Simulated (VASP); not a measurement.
# Cr (Im-3m) in VASP: a series of runs

The runs below take Cr through single point, with PBE, LDA.

All numbers are computed with VASP 6.6.1; they aren't measurements. Logs are shortened: lines on timing, memory, paths and dates and some standing lists are left out, and cuts for length are marked.

**1. The cell of the first run**

The structure is cubic, space group Im-3m (No. 229). Conventional cell: a = 2.969 Å, b = 2.969 Å, c = 2.969 Å, α = 90.00°, β = 90.00°, γ = 90.00°. Within 3.4 Å of Cr (site symmetry m-3m) lie 14 Cr at 2.57 to 2.97 Å.

**2. Single point, PBE, collinear spin, antiferromagnetic start**

INCAR reads:

```
SYSTEM = Cr
  PREC = Accurate
  ENCUT = 520
  EDIFF = 1E-7
  ISMEAR = -1
  SIGMA = 0.05
  LREAL = .FALSE.
  LASPH = .TRUE.
  NELM = 150
  ALGO = Normal
  ISIF = 2
  LWAVE = .FALSE.
  LCHARG = .TRUE.
  ISPIN = 2
  MAGMOM = 3 3 -3 -3
  LORBIT = 11
  LMAXMIX = 4
  GGA = PE
  LELF = .TRUE.
  LVHAR = .TRUE.
  NBANDS = 36
```

KPOINTS reads:

```
Automatic mesh
0
G
  7 10 7
  0 0 0
```

POSCAR reads:

```
Cr
1.0
    0.0000000000      2.9688993551      2.9688993551
    2.9688993551      0.0000000000      0.0000000000
    0.0000000000      2.9688993551     -2.9688993551
Cr
4
Direct
    0.0000000000      0.0000000000      0.0000000000
    0.5000000000      0.0000000000      0.5000000000
    0.5000000000      0.5000000000      0.0000000000
    0.0000000000      0.5000000000      0.5000000000
```

Potentials or basis: VASP PAW PBE potentials, release 64 (Cr_pv).

Command:

```console
$ cat potpaw_PBE.64/Cr_pv/POTCAR > POTCAR
$ mpirun -np 1 vasp_std > vasp.out
```

OUTCAR:

```text
SYSTEM = Cr
   PREC = Accurate
   ENCUT = 520
   EDIFF = 1E-7
   ISMEAR = -1
   LREAL = .FALSE.
   LASPH = .TRUE.
   NELM = 150
   ISIF = 2
   ISPIN = 2
   LORBIT = 11
   GGA = PE

 ion  position               nearest neighbor table
   1  0.000  0.000  0.000-   3 2.57   4 2.57   4 2.57   3 2.57   4 2.57   4 2.57   3 2.57   3 2.57
                             2 2.97   2 2.97   2 2.97   2 2.97
   2  0.500  0.000  0.500-   3 2.57   4 2.57   3 2.57   3 2.57   4 2.57   3 2.57   4 2.57   4 2.57
                             1 2.97   1 2.97   1 2.97   1 2.97
   3  0.500  0.500  0.000-   1 2.57   2 2.57   2 2.57   1 2.57   2 2.57   2 2.57   1 2.57   1 2.57
                             4 2.97   4 2.97   4 2.97   4 2.97
   4  0.000  0.500  0.500-   1 2.57   2 2.57   1 2.57   1 2.57   2 2.57   1 2.57   2 2.57   2 2.57
                             3 2.97   3 2.97   3 2.97   3 2.97

  LATTYP: Found a simple tetragonal cell.
 ALAT       =     4.1986577333
 C/A-ratio  =     0.7071067812

  Lattice vectors:

 A1 = (   0.0000000000,  -2.9688993551,  -2.9688993551)
 A2 = (   0.0000000000,   2.9688993551,  -2.9688993551)
 A3 = (   2.9688993551,   0.0000000000,   0.0000000000)

Analysis of symmetry for initial positions (statically):
=====================================================================
 Subroutine PRICEL returns following result:

  LATTYP: Found a body centered cubic cell.
 ALAT       =     2.9688993551
[... 12 lines left out ...]
 Subroutine GETGRP returns: Found 16 space group operations
 (whereof 16 operations were pure point group operations)
 out of a pool of 16 trial point group operations.

The static configuration has the point symmetry D_4h.

Analysis of symmetry for dynamics (positions and initial velocities):
=====================================================================
 Subroutine PRICEL returns following result:

  LATTYP: Found a body centered cubic cell.
 ALAT       =     2.9688993551
[... 12 lines left out ...]
 Subroutine GETGRP returns: Found 16 space group operations
 (whereof 16 operations were pure point group operations)
 out of a pool of 16 trial point group operations.

The dynamic configuration has the point symmetry D_4h.

Analysis of structural, dynamic, and magnetic symmetry:
=====================================================================
 Subroutine PRICEL returns following result:

  LATTYP: Found a body centered cubic cell.
 ALAT       =     2.9688993551
[... 12 lines left out ...]
 Subroutine GETGRP returns: Found 16 space group operations
 (whereof 16 operations were pure point group operations)
 out of a pool of 16 trial point group operations.

The overall configuration has the point symmetry D_4h.

 Subroutine INISYM returns: Found 16 space group operations
 (whereof 16 operations are pure point group operations),
 and found     4 'primitive' translations

[... 118 lines left out ...]
   LHFCALC =     F    Hartree Fock is set to
   AEXX    =    0.0000 exact exchange contribution
   IVDW    =     0    specifies the selected vdW correction
   LEPSILON=     F    determine dielectric tensor
   LRPA    =     F    only Hartree local field effects (RPA)
 spin polarized calculation
  energy-cutoff  :      520.00
  volume of cell :       52.34
 maximum number of plane-waves:      1427
 NGX is ok and might be reduce to    32
   NGX = 15   NGY = 11   NGZ = 15

 number of electron      48.0000071 magnetization      -0.0000000

 number of electron      48.0000071 magnetization       0.0000000

 Free energy of the ion-electron system (eV)
  ---------------------------------------------------
  ext. energy  EPLUGINS =         0.00000000
  ---------------------------------------------------
  free energy    TOTEN  =       -37.88055103 eV

  energy without entropy =      -37.87189874  energy(sigma->0) =      -37.87622489

 E-fermi :   9.3441     XC(G=0): -12.9179

 val. band max:        9.3250851580   @ k =   0.1429   0.4000   0.0000
 cond. band min:       9.3786646675   @ k =   0.4286   0.5000   0.4286
 fundamental gap:      0.0535795095
 Fermi energy:         9.3441110316

 spin component 1

 k-point     1 :       0.0000    0.0000    0.0000
  band No.  band energies     occupation
      1     -34.5547      1.00000
      2     -34.5547      1.00000
      3     -34.4404      1.00000
      4     -34.4375      1.00000
      5     -34.4375      1.00000
      6     -34.3988      1.00000
[... 925 lines left out ...]
     35      13.9504      0.00000
     36      13.9870      0.00000

 [... further k-points ...]

 spin component 2

 k-point     1 :       0.0000    0.0000    0.0000
  band No.  band energies     occupation
      1     -34.5547      1.00000
      2     -34.5547      1.00000
      3     -34.4404      1.00000
      4     -34.4375      1.00000
      5     -34.4375      1.00000
      6     -34.3988      1.00000
[... 925 lines left out ...]
     35      13.9504      0.00000
     36      13.9870      0.00000

 [... further k-points ...]
[... 5 lines left out ...]
  --------------------------------------------------------------------------------------
  -------------------------------------------------------------------------------------
  Total       -4.2974952     -4.3028919     -4.3028919      0.0000000      0.0000000      0.0000000
  in kB     -131.5556680   -131.7208732   -131.7208732      0.0000000      0.0000000      0.0000000
  external PRESSURE =    -131.6658048 kB  Pullay stress =       0.0000000 kB

 VOLUME and BASIS-vectors are now :
 -----------------------------------------------------------------------------
  energy-cutoff  :      520.00
  volume of cell :       52.34
      direct lattice vectors                 reciprocal lattice vectors
     0.000000000  2.968899355  2.968899355     0.000000000  0.168412580  0.168412580
     2.968899355  0.000000000  0.000000000     0.336825160  0.000000000  0.000000000
     0.000000000  2.968899355 -2.968899355     0.000000000  0.168412580 -0.168412580

 POSITION                                       TOTAL-FORCE (eV/Angst)
 -----------------------------------------------------------------------------------
      0.00000      0.00000      0.00000        -0.000000     -0.000000      0.000000
      0.00000      2.96890      0.00000         0.000000     -0.000000     -0.000000
      1.48445      1.48445      1.48445         0.000000      0.000000     -0.000000
      1.48445      1.48445     -1.48445        -0.000000      0.000000      0.000000
 -----------------------------------------------------------------------------------
    total drift:                               -0.000000     -0.000000      0.000000

  FREE ENERGIE OF THE ION-ELECTRON SYSTEM (eV)
  ---------------------------------------------------
  free  energy   TOTEN  =       -37.8805510299 eV

  energy  without entropy=      -37.8718987409  energy(sigma->0) =      -37.87622489

 total charge

# of ion       s       p       d       tot
------------------------------------------
    1        0.396   6.331   4.096  10.823
    2        0.396   6.331   4.096  10.823
    3        0.396   6.331   4.096  10.823
    4        0.396   6.331   4.096  10.823
--------------------------------------------------
tot          1.584  25.322  16.386  43.292

 magnetization (x)

# of ion       s       p       d       tot
------------------------------------------
    1        0.024   0.017   1.775   1.816
    2        0.024   0.017   1.775   1.816
    3       -0.024  -0.017  -1.775  -1.816
    4       -0.024  -0.017  -1.775  -1.816
--------------------------------------------------
tot          0.000   0.000   0.000   0.000
```

OSZICAR:

```text
N       E                     dE             d eps       ncg     rms          rms(c)
DAV:   1     0.599147400917E+03    0.59915E+03   -0.26149E+04  8656   0.162E+03
DAV:   2    -0.115198833208E+02   -0.61067E+03   -0.58557E+03  8684   0.503E+02
DAV:   3    -0.421012789066E+02   -0.30581E+02   -0.28906E+02  9268   0.131E+02
DAV:   4    -0.427458228321E+02   -0.64454E+00   -0.64249E+00  9364   0.183E+01
DAV:   5    -0.427683737263E+02   -0.22551E-01   -0.22545E-01 12148   0.311E+00    0.265E+01
DAV:   6    -0.374961667343E+02    0.52722E+01   -0.28535E+01  8744   0.448E+01    0.109E+01
DAV:   7    -0.378820998082E+02   -0.38593E+00   -0.11397E+00  8792   0.923E+00    0.475E+00
DAV:   8    -0.378908006501E+02   -0.87008E-02   -0.42647E-02 10688   0.175E+00    0.134E+00
DAV:   9    -0.378786231323E+02    0.12178E-01   -0.24101E-02  9152   0.120E+00    0.555E-01
DAV:  10    -0.378802184193E+02   -0.15953E-02   -0.31946E-03 12744   0.557E-01    0.196E-01
DAV:  11    -0.378804642589E+02   -0.24584E-03   -0.73966E-04  9408   0.203E-01    0.101E-01
DAV:  12    -0.378805357897E+02   -0.71531E-04   -0.24311E-04 10136   0.135E-01    0.303E-02
DAV:  13    -0.378805464405E+02   -0.10651E-04   -0.31781E-05  9604   0.457E-02    0.127E-02
DAV:  14    -0.378805488796E+02   -0.24391E-05   -0.16735E-06 11924   0.986E-03    0.758E-03
DAV:  15    -0.378805510352E+02   -0.21556E-05   -0.33328E-07  8448   0.350E-03    0.344E-03
DAV:  16    -0.378805510299E+02    0.53187E-08   -0.13145E-07  7084   0.391E-03
   1 F= -.37880551E+02 E0= -.37876225E+02  d E =-.865229E-02  mag=    -0.0000
```

stdout:

```text
POSCAR found type information on POSCAR Cr
 POSCAR found :  1 types and       4 ions
 scaLAPACK will be used
 LDA part: xc-table for (Slater+PW92), standard interpolation
 POSCAR, INCAR and KPOINTS ok, starting setup
 FFT: planning ... GRIDC
 FFT: planning ... GRID_SOFT
 FFT: planning ... GRID
 WAVECAR not read
 entering main loop
```

Wall time 76 s (1 thread of Intel Xeon 6975P-C (Granite Rapids), shared host); peak memory 0.27 GiB.

What came out:

```
Free energy                                           : -37.8806 eV
Pressure                                              : -13.2 GPa
Band gap on the k mesh                                : zero (filled and empty bands overlap)
Net moment                                            : 0.00 μB per cell
Site moments                                          : Cr +1.82, -1.82 μB
Valence electrons inside the program's atomic spheres : Cr 10.82
```

[end of part 1 of 2]
